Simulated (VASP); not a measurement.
Yb3PbO, 5 atoms in the cell. It takes space group Pm-3m (No. 221, cubic). Conventional cell: a = 4.787 Å, b = 4.787 Å, c = 4.787 Å, α = 90.00°, β = 90.00°, γ = 90.00°. Pb (site symmetry m-3m) has 12 Yb at 3.38 Å and 8 O at 4.15 Å within 4.5 Å. Within 3.2 Å of O (site symmetry m-3m) lie 6 Yb at 2.39 Å. Yb (site symmetry 4/mmm) has 2 O at 2.39 Å within 3.2 Å. 

| Quantity | Value |
| --- | --- |
| Program | VASP 6.6.1 |
| Task | single point |
| Functional | r2SCAN |
| Potentials or basis | VASP PAW PBE potentials, release 64 (Pb_d, O, Yb) |
| Cutoff | 520 eV |
| k mesh | 5 × 5 × 5 |
| Occupations | fermi-dirac, width 0.1 eV |
| Spin | no spin polarisation |
| Dipole correction | no |
| Further INCAR settings | ALGO = Normal; EDIFF = 1e-06; NBANDS = 54 |

Potentials or basis: VASP PAW PBE potentials, release 64 (Pb_d, O, Yb).

Command:

```console
$ cat potpaw_PBE.64/Pb_d/POTCAR potpaw_PBE.64/O/POTCAR potpaw_PBE.64/Yb/POTCAR > POTCAR
$ cp INCAR.step1 INCAR
$ mpirun -np 1 vasp_std > vasp.out
$ cp INCAR.step2 INCAR
$ mpirun -np 1 vasp_std > vasp.out
```

Hardware: 1 thread of Intel(R) Xeon(R) Platinum 8375C CPU @ 2.90GHz (Ice Lake) (shared host).

How long does it take, and how much memory?

It took 8 min on 1 thread of Intel(R) Xeon(R) Platinum 8375C CPU @ 2.90GHz (Ice Lake), with other jobs on the host, peak memory 0.26 GiB. Counts: k points 10.
